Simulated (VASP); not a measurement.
# Ir4O in VASP: notebook

The runs below take Ir4O through single point, with PBE.

Program: VASP 6.6.1. These are calculated values, not measurements. Logs are shortened: lines on timing, memory, paths and dates and some standing lists are left out, and cuts for length are marked.

### 1 The cell of the first run

The cell holds a slab with vacuum, 5 atoms: a = 2.737 Å, b = 3.870 Å, c = 19.460 Å, α = 90.00°, β = 90.00°, γ = 90.00°.

### 2 Single point, PBE

Input file INCAR:

```
ALGO = Normal
DIPOL = 0.5 0.5 0.344
EDIFF = 1E-7
ENCUT = 520
GGA = PE
IDIPOL = 3
ISIF = 2
ISMEAR = 0
LASPH = True
LCHARG = True
LDIPOL = True
LELF = True
LREAL = False
LVACPOTAV = True
LVHAR = True
LWAVE = False
NBANDS = 29
NELM = 80
PREC = Accurate
SIGMA = 0.1
```

Input file KPOINTS:

```
k-points
0
Gamma
  10 7 1
```

Input file POSCAR:

```
Ir4O
1.0
    2.7367600872      0.0000000000      0.0000000000
    0.0000000000      3.8703632323      0.0000000000
    0.0000000000      0.0000000000     19.4599433740
Ir O
4 1
Direct
    0.5000000000      0.5000000000      0.2055504440
    0.0000000000      0.0000000000      0.2758682253
    0.5000000000      0.5000000000      0.3454282602
    0.0000000000      0.0000000000      0.4090424736
    0.0000000000      0.2500000000      0.4845731710
```

Potentials or basis: VASP PAW PBE potentials, release 64 (Ir, O).

On the command line:

```
> cat potpaw_PBE.64/Ir/POTCAR potpaw_PBE.64/O/POTCAR > POTCAR
> mpirun -np 1 vasp_std > vasp.out
```

OUTCAR:

```text
EDIFF = 1E-7
   ENCUT = 520
   GGA = PE
   ISIF = 2
   ISMEAR = 0
   LASPH = True
   LREAL = False
   NELM = 80
   PREC = Accurate

 ion  position               nearest neighbor table
   1  0.500  0.500  0.206-   3 2.72   2 2.74   2 2.74   2 2.74   2 2.74
   2  0.000  0.000  0.276-   4 2.59   3 2.73   3 2.73   3 2.73   3 2.73   1 2.74   1 2.74   1 2.74
                             1 2.74
   3  0.500  0.500  0.345-   4 2.67   4 2.67   4 2.67   4 2.67   1 2.72   2 2.73   2 2.73   2 2.73
                             2 2.73
   4  0.000  0.000  0.409-   5 1.76   2 2.59   3 2.67   3 2.67   3 2.67   3 2.67
   5  0.000  0.250  0.485-   4 1.76

  LATTYP: Found a simple orthorhombic cell.
 ALAT       =     2.7367600872
 B/A-ratio  =     1.4142135624
 C/A-ratio  =     7.1105770159

  Lattice vectors:

 A1 = (   2.7367600872,   0.0000000000,   0.0000000000)
 A2 = (   0.0000000000,   3.8703632323,   0.0000000000)
 A3 = (   0.0000000000,   0.0000000000,  19.4599433740)

Analysis of symmetry for initial positions (statically):
=====================================================================
 Subroutine PRICEL returns:
 Original cell was already a primitive cell.

 Routine SETGRP: Setting up the symmetry group for a
 simple orthorhombic supercell.

 Subroutine GETGRP returns: Found  2 space group operations
 (whereof  2 operations were pure point group operations)
 out of a pool of  8 trial point group operations.

The static configuration has the point symmetry C_1h.

Analysis of symmetry for dynamics (positions and initial velocities):
=====================================================================
 Subroutine PRICEL returns:
 Original cell was already a primitive cell.

 Routine SETGRP: Setting up the symmetry group for a
 simple orthorhombic supercell.

 Subroutine GETGRP returns: Found  2 space group operations
 (whereof  2 operations were pure point group operations)
 out of a pool of  8 trial point group operations.

The dynamic configuration has the point symmetry C_1h.

 Subroutine INISYM returns: Found  2 space group operations
 (whereof  2 operations are pure point group operations),
 and found     1 'primitive' translations

----------------------------------------------------------------------------------------

                                     Primitive cell

  volume of cell :     206.1247

  direct lattice vectors                    reciprocal lattice vectors
     2.736760087  0.000000000  0.000000000     0.365395566  0.000000000  0.000000000
     0.000000000  3.870363232  0.000000000     0.000000000  0.258373682  0.000000000
     0.000000000  0.000000000 19.459943374     0.000000000  0.000000000  0.051387611

  length of vectors
     2.736760087  3.870363232 19.459943374     0.365395566  0.258373682  0.051387611

  position of ions in fractional coordinates (direct lattice)
     0.500000000  0.500000000  0.205550444
     0.000000000  0.000000000  0.275868225
     0.500000000  0.500000000  0.345428260
     0.000000000  0.000000000  0.409042474
     0.000000000  0.250000000  0.484573171

  ion indices of the primitive-cell ions
   primitive index   ion index
                 1           1
                 2           2
                 3           3
                 4           4
                 5           5

----------------------------------------------------------------------------------------

 KPOINTS: k-points

Automatic generation of k-mesh.
 Grid dimensions read from file:
 generate k-points for:   10    7    1

 Generating k-lattice:

  Cartesian coordinates                     Fractional coordinates (reciprocal lattice)
     0.036539557  0.000000000  0.000000000     0.100000000  0.000000000  0.000000000
     0.000000000  0.036910526  0.000000000     0.000000000  0.142857143  0.000000000
     0.000000000  0.000000000  0.051387611     0.000000000  0.000000000  1.000000000

  Length of vectors
     0.036539557  0.036910526  0.051387611

  Shift w.r.t. Gamma in fractional coordinates (k-lattice)
     0.000000000  0.000000000  0.000000000

 Subroutine IBZKPT returns following result:
 ===========================================

 Found     24 irreducible k-points:

 Following reciprocal coordinates:
            Coordinates               Weight
  0.000000  0.000000  0.000000      1.000000
  0.100000  0.000000  0.000000      2.000000
  0.200000  0.000000  0.000000      2.000000
  0.300000  0.000000  0.000000      2.000000
  0.400000  0.000000  0.000000      2.000000
  0.500000  0.000000  0.000000      1.000000
[... 16 lines left out ...]
  0.400000  0.428571  0.000000      4.000000
  0.500000  0.428571  0.000000      2.000000
   k-points           NKPTS =     24   k-points in BZ     NKDIM =     24   number of bands    NBANDS=     29
   number of dos      NEDOS =    301   number of ions     NIONS =      5
   total plane-waves  NPLWV =  90000
   dimension x,y,z NGX =    20 NGY =   30 NGZ =  150
   dimension x,y,z NGXF=    40 NGYF=   60 NGZF=  300
   ions per type =               4   1
   NGX,Y,Z   is equivalent  to a cutoff of  12.15, 12.89, 12.81 a.u.
   NGXF,Y,Z  is equivalent  to a cutoff of  24.30, 25.77, 25.63 a.u.
 SYSTEM =  unknown system
   PREC   = accura    normal or accurate (medium, high low for compatibility)
   ISTART =      0    job   : 0-new  1-cont  2-samecut
   ICHARG =      2    charge: 1-file 2-atom 10-const
   ISPIN  =      1    spin polarized calculation?
   LNONCOLLINEAR =      F non collinear calculations
   LSORBIT =      F    spin-orbit coupling
   LASPH  =      T    aspherical Exc in radial PAW
   ENCUT  =  520.0 eV  38.22 Ry    6.18 a.u.   5.09  7.20 36.18*2*pi/ulx,y,z
   NELM   =     80;   NELMIN=  2; NELMDL= -5     # of ELM steps
   EDIFF  = 0.1E-06   stopping-criterion for ELM
   LREAL  =      F    real-space projection
   EDIFFG = 0.1E-05   stopping-criterion for IOM
   NSW    =      0    number of steps for IOM
   IBRION =     -1    ionic relax: 0-MD 1-quasi-New 2-CG
   NFREE  =      0    steps in history (QN), initial steepest desc. (CG)
   ISIF   =      2    stress and relaxation
   ISYM   =      2    0-nonsym 1-usesym 2-fastsym
   POTIM  = 0.5000    time-step for ionic-motion
   TEBEG  =    0.0;   TEEND  =   0.0 temperature during run
   PSTRESS=    0.0 pullay stress
   NELECT =      42.0000    total number of electrons
   NUPDOWN=      -1.0000    fix difference up-down
   EMIN   =  10.00;   EMAX   =-10.00  energy-range for DOS
   EFERMI =   0.00;   METHOD = LEGACY
   ISMEAR =     0;   SIGMA  =   0.10  broadening in eV -4-tet -1-fermi 0-gaus
   EFERMI_NEDOS =   21; number of points for ismear=-14 and -15
   IALGO  =     38    algorithm
   IMIX   =      4    mixing-type and parameters
     AMIX     =   0.40;   BMIX     =  1.00
     AMIX_MAG =   1.60;   BMIX_MAG =  1.00
  volume/ion in A,a.u.               =      41.22       278.20
  Fermi-wavevector in a.u.,A,eV,Ry     =   0.963344  1.820456 12.626629  0.928031
  Thomas-Fermi vector in A             =   2.092881
   LORBIT       =      0    0 simple, 1 ext, 2 COOP (PROOUT), +10 PAW based schemes
   GGA     = PE    functional components
   LHFCALC =     F    Hartree Fock is set to
   AEXX    =    0.0000 exact exchange contribution
   IVDW    =     0    specifies the selected vdW correction
   LEPSILON=     F    determine dielectric tensor
   LRPA    =     F    only Hartree local field effects (RPA)
 non-spin polarized calculation
 Gauss-broadening in eV      SIGMA  =   0.10
  energy-cutoff  :      520.00
  volume of cell :      206.12
 maximum number of plane-waves:      5602
   NGX = 11   NGY = 15   NGZ = 73

 dipolmoment           0.000000      0.000000     -0.043832 electrons x Angstroem

 number of electron      41.9999997 magnetization

 dipolmoment           0.000000      0.000000      0.117929 electrons x Angstroem

 Free energy of the ion-electron system (eV)
  ---------------------------------------------------
  ext. energy  EPLUGINS =         0.00000000
  ---------------------------------------------------
  free energy    TOTEN  =       -37.52817027 eV

  energy without entropy =      -37.48279859  energy(sigma->0) =      -37.50548443

 E-fermi :  -1.2717     XC(G=0):  -5.3259

 val. band max:       -1.2920552291   @ k =   0.1000   0.2857   0.0000
 cond. band min:      -1.2550142201   @ k =   0.3000   0.0000   0.0000
 fundamental gap:      0.0370410090
 Fermi energy:        -1.2716577334

 k-point     1 :       0.0000    0.0000    0.0000
  band No.  band energies     occupation
      1     -19.8700      2.00000
      2     -10.8558      2.00000
      3      -8.3649      2.00000
      4      -8.0741      2.00000
      5      -7.8029      2.00000
      6      -7.0036      2.00000
[... 21 lines left out ...]
     28       2.8772      0.00000
     29       4.0669      0.00000

 k-point     2 :       0.1000    0.0000    0.0000
  band No.  band energies     occupation
      1     -19.8292      2.00000
      2     -10.5858      2.00000
      3      -8.1468      2.00000
      4      -7.8537      2.00000
      5      -7.6728      2.00000
      6      -6.9328      2.00000
[... 21 lines left out ...]
     28       3.4242      0.00000
     29       4.3382      0.00000

 k-point     3 :       0.2000    0.0000    0.0000
  band No.  band energies     occupation
      1     -19.7205      2.00000
      2      -9.8684      2.00000
      3      -7.8404      2.00000
      4      -7.4379      2.00000
      5      -7.4072      2.00000
      6      -6.8606      2.00000
[... 21 lines left out ...]
     28       4.4023      0.00000
     29       5.1847      0.00000

 k-point     4 :       0.3000    0.0000    0.0000
  band No.  band energies     occupation
      1     -19.5815      2.00000
      2      -9.0345      2.00000
      3      -7.8118      2.00000
      4      -7.6623      2.00000
      5      -7.3030      2.00000
      6      -6.9870      2.00000
[... 21 lines left out ...]
     28       5.2935      0.00000
     29       5.5541      0.00000

 k-point     5 :       0.4000    0.0000    0.0000
  band No.  band energies     occupation
      1     -19.4647      2.00000
      2      -8.6695      2.00000
      3      -7.9864      2.00000
      4      -7.9719      2.00000
      5      -7.4790      2.00000
      6      -6.8975      2.00000
[... 21 lines left out ...]
     28       3.7278      0.00000
     29       5.1617      0.00000
[... 510 lines left out ...]
     28       2.6771      0.00000
     29       3.6302      0.00000

 k-point    22 :       0.3000    0.4286    0.0000
  band No.  band energies     occupation
      1     -19.5557      2.00000
      2      -8.1611      2.00000
      3      -7.7099      2.00000
      4      -7.0079      2.00000
      5      -6.7805      2.00000
      6      -6.4775      2.00000
[... 21 lines left out ...]
     28       3.7925      0.00000
     29       5.2173      0.00000

 k-point    23 :       0.4000    0.4286    0.0000
  band No.  band energies     occupation
      1     -19.4423      2.00000
      2      -8.2495      2.00000
      3      -8.0218      2.00000
      4      -7.3009      2.00000
      5      -6.6844      2.00000
      6      -6.5073      2.00000
[... 21 lines left out ...]
     28       4.7041      0.00000
     29       6.1999      0.00000

 k-point    24 :       0.5000    0.4286    0.0000
  band No.  band energies     occupation
      1     -19.3978      2.00000
      2      -8.3057      2.00000
      3      -8.1877      2.00000
      4      -7.4533      2.00000
      5      -6.6410      2.00000
      6      -6.5432      2.00000
[... 21 lines left out ...]
     28       4.9705      0.00000
     29       5.4214      0.00000

------------------------ aborting loop because EDIFF is reached ----------------------------------------

  FORCE on cell =-STRESS in cart. coord.  units (eV):
  Direction    XX          YY          ZZ          XY          YZ          ZX
  --------------------------------------------------------------------------------------
  -------------------------------------------------------------------------------------
  Total       -3.6217549     -2.7573346      1.7285546      0.0000000     -0.2697020      0.0000000
  in kB      -28.1513749    -21.4323618     13.4358044      0.0000000     -2.0963548      0.0000000
  external PRESSURE =     -12.0493108 kB  Pullay stress =       0.0000000 kB

 VOLUME and BASIS-vectors are now :
 -----------------------------------------------------------------------------
  energy-cutoff  :      520.00
  volume of cell :      206.12
      direct lattice vectors                 reciprocal lattice vectors
     2.736760087  0.000000000  0.000000000     0.365395566  0.000000000  0.000000000
     0.000000000  3.870363232  0.000000000     0.000000000  0.258373682  0.000000000
     0.000000000  0.000000000 19.459943374     0.000000000  0.000000000  0.051387611

 POSITION                                       TOTAL-FORCE (eV/Angst)
 -----------------------------------------------------------------------------------
      1.36838      1.93518      4.00000         0.000000      0.025215      0.970170
      0.00000      0.00000      5.36838         0.000000     -0.619374     -1.553835
      1.36838      1.93518      6.72201         0.000000      0.940363     -0.619815
      0.00000      0.00000      7.95994         0.000000      0.069409      0.641948
      0.00000      0.96759      9.42977         0.000000     -0.415613      0.561533
 -----------------------------------------------------------------------------------
    total drift:                               -0.000000     -0.000009     -0.000334

  FREE ENERGIE OF THE ION-ELECTRON SYSTEM (eV)
  ---------------------------------------------------
  free  energy   TOTEN  =       -37.5281702682 eV

  energy  without entropy=      -37.4827985895  energy(sigma->0) =      -37.50548443

 vacuum level on the upper side and lower side of the slab         5.848         3.833
```

It took 2.7 min on 1 thread of AMD EPYC 9R45 (Zen 5), shared host; peak memory 0.33 GiB.

Results:

- Free energy: -37.5282 eV
- Largest force: 1.673 eV/Å
- Band gap on the k mesh: zero (band 21 reaches -0.53 eV, above the bottom of band 22 at -1.45 eV)

Forces in eV/Å, atoms in the order of the input:
```
Ir   0.000  0.025  0.970
Ir   0.000 -0.619 -1.554
Ir   0.000  0.940 -0.620
Ir   0.000  0.069  0.642
O    0.000 -0.416  0.562
```

Caveat: spin-orbit coupling is left out, which moves the levels of the heavy elements.

(Continued in part 2 of 2.)
